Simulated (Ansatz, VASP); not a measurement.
## Na2SrO2: VASP beside Ansatz

INCAR

```
SYSTEM = Na2SrO2
PREC = Accurate ; ENCUT = 520
EDIFF = 1E-7 ; ISMEAR = 0
SIGMA = 0.1 ; LREAL = .False.
LASPH = .True. ; NELM = 150
ALGO = Normal ; ISIF = 2
LWAVE = .False. ; LCHARG = .False.
ISPIN = 2 ; MAGMOM = 0 0 0 1 1
LORBIT = 11 ; GGA = PE
NBANDS = 30
```

File KPOINTS:

```
Automatic mesh
0
Gamma
  6 6 4
  0 0 0
```

Contents of POSCAR:

```
Na2SrO2
1.0
    3.6000234500      0.0000000000      0.0000000000
   -1.8000117300      3.1177117600      0.0000000000
    0.0000000000      0.0000000000      6.4513203500
Na Sr O
2 1 2
Direct
    0.6666666700      0.3333333300      0.8006809900
    0.3333333300      0.6666666700      0.1993190100
    0.0000000000      0.0000000000      0.0000000000
    0.6666666700      0.3333333300      0.3537370000
    0.3333333300      0.6666666700      0.6462630000
```

Input for Ansatz:

```yaml
crystal:
  lattice:
    - [3.60002345, 0.0, 0.0]
    - [-1.80001173, 3.11771176, 0.0]
    - [0.0, 0.0, 6.45132035]
  atoms:
    - { symbol: Na, position: [0.66666667, 0.33333333, 0.80068099] }
    - { symbol: Na, position: [0.33333333, 0.66666667, 0.19931901] }
    - { symbol: Sr, position: [0.0, 0.0, 0.0] }
    - { symbol: O, position: [0.66666667, 0.33333333, 0.353737], spin: 1.0 }
    - { symbol: O, position: [0.33333333, 0.66666667, 0.646263], spin: 1.0 }
basis:
  ecutwfc: 420
kpoints:
  mp_grid: { grid: [6, 6, 4] }
hamiltonian:
  xc: pbe
scf:
  occupations: { method: gaussian, width: 0.1 }
  lower_state_search: "off"
output:
  forces: true
  stress: true
  eigenvalues: true
  populations: true
magnetization:
  spin_polarized: true
```

Change from the starting cell: species swapped into the Li2MnN2 type (P-3m1, No. 164).

Alike in both runs: task single point; functional PBE; k mesh 6 × 6 × 4; occupations gaussian, width 0.1 eV; collinear spin.

|  | VASP | Ansatz |
| --- | --- | --- |
| version | VASP 6.6.1 | Ansatz 0.2.0 |
| potentials or method | VASP PAW PBE potentials, release 64 (Na_pv, Sr_sv, O), cutoff 520 eV | scalar-relativistic, plane waves, PAW |
| valence electrons in the cell | 36 | 40 |

|  | VASP | Ansatz | Ansatz less VASP |
| --- | --- | --- | --- |
| gap on the k mesh at the Fermi level (eV) | none | none | - |
| pressure (GPa) | 16.9 | 16.5 | -0.43 |
| traceless stress, the component that is largest in VASP (GPa) | -30.48 | -30.50 | -0.017 |
| rms of the force components (eV/Å) | 2.744 | 2.750 | +0.0059 |
| net moment per atom (μB) | 0.02 | 0.01 | -0.004 |

Atom by atom the forces differ by 0.020 eV/Å (rms over components). A gap of «none» marks a metal or a gap that the smearing closes. VASP's potentials hold 36 valence electrons a cell and Ansatz's 40, so a difference there can come from the potentials and not from the codes. Ansatz's warnings: seeded moment not kept.
